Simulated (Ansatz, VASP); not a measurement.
Li2S: VASP beside Ansatz

```
CELL_PARAMETERS angstrom
0.00000 2.84529 2.84529
2.84529 0.00000 2.84529
2.84529 2.84529 0.00000
ATOMIC_POSITIONS crystal
S 0.00000 0.00000 0.00000
Li 0.25000 0.25000 0.25000
Li 0.75000 0.75000 0.75000
```

Alike in both runs: task single point; functional PBE-based screened hybrid; k mesh 4 × 4 × 4; no spin polarisation.

|  | VASP | Ansatz |
| --- | --- | --- |
| version | VASP 6.6.1 | Ansatz 0.2.0 |
| potentials or method | VASP PAW PBE potentials, release 64 (S, Li_sv) | plane waves |
| plane-wave cutoff (eV) | 650 | 420 |
| occupations | gaussian, width 0.01 eV | fixed |
| valence electrons in the cell | 12 | 12 |

```tsv
	VASP	Ansatz	Ansatz less VASP
gap on the k mesh at the Fermi level (eV)	4.91	4.91	+0.007
pressure (GPa)	-1.2	-0.9	+0.27
```

VASP's potentials were made for PBE, not for PBE-based screened hybrid. Ansatz's warnings: stress exchange threshold loose, stress scf threshold loose.

The k mesh is coarse, so the values compare programs but aren't converged.
